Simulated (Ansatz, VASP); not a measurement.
## TaTe in VASP and in Ansatz

```xyz
2
Lattice="0.0000 2.8479 2.8479 2.8479 0.0000 2.8479 2.8479 2.8479 0.0000" Properties=species:S:1:pos:R:3 pbc="T T T"
Ta    2.8479    2.8479    2.8479
Te    0.0000    0.0000    0.0000
```

Alike in both runs: task single point; functional PBE; k mesh 10 × 10 × 10; occupations gaussian, width 0.05 eV; no spin polarisation.

|  | VASP | Ansatz |
| --- | --- | --- |
| version | VASP 6.6.1 | Ansatz 0.2.0 |
| potentials or method | VASP PAW PBE potentials, release 64 (Ta_pv, Te), cutoff 520 eV | scalar-relativistic, plane waves, PAW |
| valence electrons in the cell | 17 | 29 |

|  | VASP | Ansatz | Ansatz less VASP |
| --- | --- | --- | --- |
| gap on the k mesh at the Fermi level (eV) | none | none | - |
| pressure (GPa) | 0.0 | -0.1 | -0.04 |

A gap of «none» marks a metal or a gap that the smearing closes. VASP's potentials hold 17 valence electrons a cell and Ansatz's 29, so a difference there can come from the potentials and not from the codes.

Neither program's run includes spin-orbit coupling.
